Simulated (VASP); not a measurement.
# SnSe2 (1T) (P-3m1) in VASP: notebook

SnSe2 (1T) is run at these levels: LDA; tasks: single point, relaxation of cell and atoms.

All numbers are computed with VASP 6.6.1; they aren't measurements. Logs are shortened: lines on timing, memory, paths and dates and some standing lists are left out, and cuts for length are marked.

## Step 1: The cell of the first run

It takes space group P-3m1 (No. 164, trigonal). Conventional cell: a = 3.559 Å, b = 3.559 Å, c = 5.119 Å, α = 90.00°, β = 90.00°, γ = 120.00°. Within 3.4 Å of Sn (site symmetry -3m) lie 6 Se at 2.59 Å. Se (site symmetry 3m) has 3 Sn at 2.59 Å and 3 Se at 2.83 Å within 3.4 Å.

## Step 2: Single point, LDA

File INCAR:

```
SYSTEM = SnSe2
ALGO = Normal
EDIFF = 1E-6
ENCUT = 520
GGA = CA
ISIF = 2
ISMEAR = 0
LASPH = .True.
LCHARG = .False.
LREAL = .False.
LWAVE = .False.
NBANDS = 20
NELM = 100
PREC = Accurate
SIGMA = 0.05
```

File KPOINTS:

```
k-points
0
Gamma
  18 18 10
  0 0 0
```

File POSCAR:

```
SnSe2
1.0
    3.5586251061      0.0000000000      0.0000000000
   -1.7793125530      3.0818597444      0.0000000000
    0.0000000000      0.0000000000      5.1192915601
Sn Se
1 2
Direct
    0.0000000000      0.0000000000      0.0000000000
    0.3333333333      0.6666666667      0.3095179928
    0.6666666667      0.3333333333      0.6904820072
```

Potentials or basis: VASP PAW LDA potentials, release 64 (Sn_d, Se).

Command:

```sh
$ cat potpaw_LDA.64/Sn_d/POTCAR potpaw_LDA.64/Se/POTCAR > POTCAR
$ mpirun -np 1 vasp_std > vasp.out
```

OUTCAR:

```text
SYSTEM = SnSe2
   EDIFF = 1E-6
   ENCUT = 520
   GGA = CA
   ISIF = 2
   ISMEAR = 0
   LASPH = .True.
   LREAL = .False.
   NELM = 100
   PREC = Accurate

 ion  position               nearest neighbor table
   1  0.000  0.000  0.000-   2 2.59   3 2.59   2 2.59   3 2.59   3 2.59   2 2.59
   2  0.333  0.667  0.310-   1 2.59   1 2.59   1 2.59
   3  0.667  0.333  0.690-   1 2.59   1 2.59   1 2.59

  LATTYP: Found a hexagonal cell.
 ALAT       =     3.5586251061
 C/A-ratio  =     1.4385588275

  Lattice vectors:

 A1 = (   3.5586251061,   0.0000000000,   0.0000000000)
 A2 = (  -1.7793125530,   3.0818597444,   0.0000000000)
 A3 = (   0.0000000000,   0.0000000000,   5.1192915601)

Analysis of symmetry for initial positions (statically):
=====================================================================
 Subroutine PRICEL returns:
 Original cell was already a primitive cell.

 Routine SETGRP: Setting up the symmetry group for a
 hexagonal supercell.

 Subroutine GETGRP returns: Found 12 space group operations
 (whereof 12 operations were pure point group operations)
 out of a pool of 24 trial point group operations.

The static configuration has the point symmetry D_3d.

Analysis of symmetry for dynamics (positions and initial velocities):
=====================================================================
 Subroutine PRICEL returns:
 Original cell was already a primitive cell.

 Routine SETGRP: Setting up the symmetry group for a
 hexagonal supercell.

 Subroutine GETGRP returns: Found 12 space group operations
 (whereof 12 operations were pure point group operations)
 out of a pool of 24 trial point group operations.

The dynamic configuration has the point symmetry D_3d.

 Subroutine INISYM returns: Found 12 space group operations
 (whereof 12 operations are pure point group operations),
 and found     1 'primitive' translations

----------------------------------------------------------------------------------------

                                     Primitive cell

  volume of cell :      56.1442

  direct lattice vectors                    reciprocal lattice vectors
     3.558625106  0.000000000  0.000000000     0.281007403  0.162239700  0.000000000
    -1.779312553  3.081859744  0.000000000     0.000000000  0.324479400  0.000000000
     0.000000000  0.000000000  5.119291560     0.000000000  0.000000000  0.195339529

  length of vectors
     3.558625106  3.558625106  5.119291560     0.324479400  0.324479400  0.195339529

  position of ions in fractional coordinates (direct lattice)
     0.000000000  0.000000000  0.000000000
     0.333333333  0.666666667  0.309517993
     0.666666667  0.333333333  0.690482007

  ion indices of the primitive-cell ions
   primitive index   ion index
                 1           1
                 2           2
                 3           3

----------------------------------------------------------------------------------------

 KPOINTS: k-points

Automatic generation of k-mesh.
 Grid dimensions read from file:
 generate k-points for:   18   18   10

 Generating k-lattice:

  Cartesian coordinates                     Fractional coordinates (reciprocal lattice)
     0.015611522  0.009013317  0.000000000     0.055555556  0.000000000  0.000000000
     0.000000000  0.018026633  0.000000000     0.000000000  0.055555556  0.000000000
     0.000000000  0.000000000  0.019533953     0.000000000  0.000000000  0.100000000

  Length of vectors
     0.018026633  0.018026633  0.019533953

  Shift w.r.t. Gamma in fractional coordinates (k-lattice)
     0.000000000  0.000000000  0.000000000

 Subroutine IBZKPT returns following result:
 ===========================================

 Found    330 irreducible k-points:

 Following reciprocal coordinates:
            Coordinates               Weight
  0.000000  0.000000  0.000000      1.000000
  0.055556  0.000000  0.000000      6.000000
  0.111111  0.000000  0.000000      6.000000
  0.166667  0.000000  0.000000      6.000000
  0.222222  0.000000  0.000000      6.000000
  0.277778  0.000000  0.000000      6.000000
[... 16 lines left out ...]
  0.333333  0.111111  0.000000     12.000000
  0.388889  0.111111  0.000000     12.000000
 [... further k-points ...]
   k-points           NKPTS =    330   k-points in BZ     NKDIM =    330   number of bands    NBANDS=     20
   number of dos      NEDOS =    301   number of ions     NIONS =      3
   total plane-waves  NPLWV =  31360
   dimension x,y,z NGX =    28 NGY =   28 NGZ =   40
   dimension x,y,z NGXF=    56 NGYF=   56 NGZF=   80
   ions per type =               1   2
   NGX,Y,Z   is equivalent  to a cutoff of  13.08, 13.08, 12.99 a.u.
   NGXF,Y,Z  is equivalent  to a cutoff of  26.16, 26.16, 25.98 a.u.
 SYSTEM =  SnSe2
   PREC   = accura    normal or accurate (medium, high low for compatibility)
   ISTART =      0    job   : 0-new  1-cont  2-samecut
   ICHARG =      2    charge: 1-file 2-atom 10-const
   ISPIN  =      1    spin polarized calculation?
   LNONCOLLINEAR =      F non collinear calculations
   LSORBIT =      F    spin-orbit coupling
   LASPH  =      T    aspherical Exc in radial PAW
   ENCUT  =  520.0 eV  38.22 Ry    6.18 a.u.   6.62  6.62  9.52*2*pi/ulx,y,z
   NELM   =    100;   NELMIN=  2; NELMDL= -5     # of ELM steps
   EDIFF  = 0.1E-05   stopping-criterion for ELM
   LREAL  =      F    real-space projection
   EDIFFG = 0.1E-04   stopping-criterion for IOM
   NSW    =      0    number of steps for IOM
   IBRION =     -1    ionic relax: 0-MD 1-quasi-New 2-CG
   NFREE  =      0    steps in history (QN), initial steepest desc. (CG)
   ISIF   =      2    stress and relaxation
   ISYM   =      2    0-nonsym 1-usesym 2-fastsym
   POTIM  = 0.5000    time-step for ionic-motion
   TEBEG  =    0.0;   TEEND  =   0.0 temperature during run
   PSTRESS=    0.0 pullay stress
   NELECT =      26.0000    total number of electrons
   NUPDOWN=      -1.0000    fix difference up-down
   EMIN   =  10.00;   EMAX   =-10.00  energy-range for DOS
   EFERMI =   0.00;   METHOD = LEGACY
   ISMEAR =     0;   SIGMA  =   0.05  broadening in eV -4-tet -1-fermi 0-gaus
   EFERMI_NEDOS =   21; number of points for ismear=-14 and -15
   IALGO  =     38    algorithm
   IMIX   =      4    mixing-type and parameters
     AMIX     =   0.40;   BMIX     =  1.00
     AMIX_MAG =   1.60;   BMIX_MAG =  1.00
  volume/ion in A,a.u.               =      18.71       126.29
  Fermi-wavevector in a.u.,A,eV,Ry     =   1.266575  2.393480 21.826637  1.604213
  Thomas-Fermi vector in A             =   2.399769
   LORBIT       =      0    0 simple, 1 ext, 2 COOP (PROOUT), +10 PAW based schemes
   GGA     = CA    functional components
   LHFCALC =     F    Hartree Fock is set to
   AEXX    =    0.0000 exact exchange contribution
   IVDW    =     0    specifies the selected vdW correction
   LEPSILON=     F    determine dielectric tensor
   LRPA    =     F    only Hartree local field effects (RPA)
 non-spin polarized calculation
 Gauss-broadening in eV      SIGMA  =   0.05
  energy-cutoff  :      520.00
  volume of cell :       56.14
 maximum number of plane-waves:      1543
 NGX is ok and might be reduce to    28
   NGX = 13   NGY = 13   NGZ = 19

 number of electron      25.9999999 magnetization

 Free energy of the ion-electron system (eV)
  ---------------------------------------------------
  ext. energy  EPLUGINS =         0.00000000
  ---------------------------------------------------
  free energy    TOTEN  =       -12.80890478 eV

  energy without entropy =      -12.80786709  energy(sigma->0) =      -12.80838594

 E-fermi :   8.9368     XC(G=0): -11.4224

 val. band max:        8.9287981816   @ k =  -0.0556   0.3889   0.4000
 cond. band min:       8.9485582469   @ k =   0.1667   0.1111   0.2000
 fundamental gap:      0.0197600653
 Fermi energy:         8.9367989766

 k-point     1 :       0.0000    0.0000    0.0000
  band No.  band energies     occupation
      1     -13.0600      2.00000
      2     -13.0600      2.00000
      3     -13.0004      2.00000
      4     -12.9634      2.00000
      5     -12.9634      2.00000
      6      -7.8274      2.00000
[... 12 lines left out ...]
     19      17.8484      0.00000
     20      18.0586      0.00000

 k-point     2 :       0.0556    0.0000    0.0000
  band No.  band energies     occupation
      1     -13.0629      2.00000
      2     -13.0575      2.00000
      3     -12.9986      2.00000
      4     -12.9653      2.00000
      5     -12.9632      2.00000
      6      -7.7870      2.00000
[... 12 lines left out ...]
     19      16.8859      0.00000
     20      17.6323      0.00000

 k-point     3 :       0.1111    0.0000    0.0000
  band No.  band energies     occupation
      1     -13.0717      2.00000
      2     -13.0508      2.00000
      3     -12.9932      2.00000
      4     -12.9704      2.00000
      5     -12.9622      2.00000
      6      -7.6660      2.00000
[... 12 lines left out ...]
     19      16.1675      0.00000
     20      17.2725      0.00000

 k-point     4 :       0.1667    0.0000    0.0000
  band No.  band energies     occupation
      1     -13.0862      2.00000
      2     -13.0415      2.00000
      3     -12.9876      2.00000
      4     -12.9746      2.00000
      5     -12.9597      2.00000
      6      -7.4663      2.00000
[... 12 lines left out ...]
     19      15.9837      0.00000
     20      17.2362      0.00000

 k-point     5 :       0.2222    0.0000    0.0000
  band No.  band energies     occupation
      1     -13.1052      2.00000
      2     -13.0322      2.00000
      3     -12.9917      2.00000
      4     -12.9675      2.00000
      5     -12.9544      2.00000
      6      -7.1917      2.00000
[... 12 lines left out ...]
     19      16.2742      0.00000
     20      17.5593      0.00000
[... 353 lines left out ...]
      6      -6.7351      2.00000
[... 12 lines left out ...]
     19      15.6517      0.00000
     20      19.6442      0.00000

 k-point    22 :       0.2778    0.1111    0.0000
  band No.  band energies     occupation
      1     -13.1398      2.00000
      2     -13.0319      2.00000
      3     -13.0008      2.00000
      4     -12.9539      2.00000
      5     -12.9279      2.00000
      6      -6.3415      2.00000
[... 12 lines left out ...]
     19      16.5408      0.00000
     20      20.3746      0.00000

 k-point    23 :       0.3333    0.1111    0.0000
  band No.  band energies     occupation
      1     -13.1537      2.00000
      2     -13.0316      2.00000
      3     -13.0059      2.00000
      4     -12.9423      2.00000
      5     -12.9218      2.00000
      6      -5.9204      2.00000
[... 12 lines left out ...]
     19      17.5937      0.00000
     20      20.8716      0.00000

 k-point    24 :       0.3889    0.1111    0.0000
  band No.  band energies     occupation
      1     -13.1629      2.00000
      2     -13.0318      2.00000
      3     -13.0091      2.00000
      4     -12.9319      2.00000
      5     -12.9200      2.00000
      6      -5.5331      2.00000
[... 12 lines left out ...]
     19      18.7115      0.00000
     20      21.2386      0.00000

 [... further k-points ...]

------------------------ aborting loop because EDIFF is reached ----------------------------------------

  FORCE on cell =-STRESS in cart. coord.  units (eV):
  Direction    XX          YY          ZZ          XY          YZ          ZX
  --------------------------------------------------------------------------------------
  -------------------------------------------------------------------------------------
  Total        8.9217980      8.9217980      8.9662517      0.0000000     -0.0000000      0.0000000
  in kB      254.5997622    254.5997622    255.8683312      0.0000000     -0.0000000      0.0000000
  external PRESSURE =     255.0226185 kB  Pullay stress =       0.0000000 kB

 VOLUME and BASIS-vectors are now :
 -----------------------------------------------------------------------------
  energy-cutoff  :      520.00
  volume of cell :       56.14
      direct lattice vectors                 reciprocal lattice vectors
     3.558625106  0.000000000  0.000000000     0.281007403  0.162239700  0.000000000
    -1.779312553  3.081859744  0.000000000     0.000000000  0.324479400  0.000000000
     0.000000000  0.000000000  5.119291560     0.000000000  0.000000000  0.195339529

 POSITION                                       TOTAL-FORCE (eV/Angst)
 -----------------------------------------------------------------------------------
      0.00000      0.00000      0.00000        -0.000000      0.000000      0.000000
     -0.00000      2.05457      1.58451         0.000000     -0.000000      0.021565
      1.77931      1.02729      3.53478        -0.000000      0.000000     -0.021565
 -----------------------------------------------------------------------------------
    total drift:                                0.000000      0.000000      0.000000

  FREE ENERGIE OF THE ION-ELECTRON SYSTEM (eV)
  ---------------------------------------------------
  free  energy   TOTEN  =       -12.8089047795 eV

  energy  without entropy=      -12.8078670929  energy(sigma->0) =      -12.80838594
```

It took 3.5 min on 1 thread of Intel Xeon Platinum 8488C (Sapphire Rapids), shared host; peak memory 0.43 GiB.

Results:

| Quantity | Value |
| --- | --- |
| Free energy | -12.8089 eV |
| Pressure | 25.5 GPa |
| Largest force | 0.022 eV/Å |
| Band gap on the k mesh | zero (band 13 reaches 9.40 eV, above the bottom of band 14 at 7.66 eV) |

Forces on the atoms (eV/Å):
```
Sn   0.000  0.000  0.000
Se   0.000  0.000  0.022
Se   0.000  0.000 -0.022
```

Caveat: spin-orbit coupling is left out, which moves the levels of the heavy elements.

(Part 1 of 2 ends here.)
